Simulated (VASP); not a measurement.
Here is a VASP 6.6.1 calculation.

Contents of INCAR:

```
PREC = Accurate
ENCUT = 520
EDIFF = 1E-7
ISMEAR = -1
SIGMA = 0.05
LREAL = Auto
LASPH = True
NELM = 150
ALGO = Normal
ISIF = 2
LWAVE = False
LCHARG = False
ISPIN = 2
MAGMOM = 0 0.2 0 0 0.2 0 0.2 0.2 0 0 0 0 0 0 0 0.2
LORBIT = 11
GGA = PS
IVDW = 12
NBANDS = 54
```

File KPOINTS:

```
Automatic mesh
0
Gamma
  2 2 2
  0.5 0.5 0.5
```

File POSCAR:

```
Al8GeP7
1.0
    7.7233360000      0.0000000000      0.0000000000
    0.0000000000      6.6886060000      0.0000000000
    0.0000000000      0.0000000000      6.3379900000
Al P Ge
8 7 1
Direct
    0.0022950000      0.3296550000      0.0012540000
    0.4952330000      0.3315570000      0.0025280000
    0.2496380000      0.8298600000      0.9995130000
    0.7520460000      0.8352850000      0.9974870000
    0.2511020000      0.1676900000      0.5028360000
    0.9975500000      0.6696500000      0.5058100000
    0.7496490000      0.1650550000      0.4999870000
    0.5026220000      0.6709190000      0.4985490000
    0.0015060000      0.3338470000      0.3721030000
    0.2506510000      0.8359790000      0.3709370000
    0.7484250000      0.8361300000      0.3760240000
    0.2453970000      0.1628430000      0.8739060000
    0.0001080000      0.6640700000      0.8741830000
    0.7441330000      0.1648160000      0.8740850000
    0.5005980000      0.6700770000      0.8686940000
    0.4990430000      0.3273110000      0.3717190000
```

Potentials or basis: VASP PAW PBE potentials, release 64 (Al, P, Ge_d).

Run with:

```console
$ cat potpaw_PBE.64/Al/POTCAR potpaw_PBE.64/P/POTCAR potpaw_PBE.64/Ge_d/POTCAR > POTCAR
$ mpirun -np 1 vasp_std > vasp.out
```

**Question.** What does it give for the dispersion energy per atom?

**Answer.** -0.268 eV.

**Question.** Predict the pressure.

**Answer.** -0.2 GPa.

Stress tensor (GPa, compression positive):
```
-0.51 -0.17 -0.19
-0.17 -1.24 -0.20
-0.19 -0.20  1.12
```

Caveat: the k points lie up to 0.50 Å⁻¹ apart; the PAW data sets were made with another functional, which shifts forces and pressure a little.
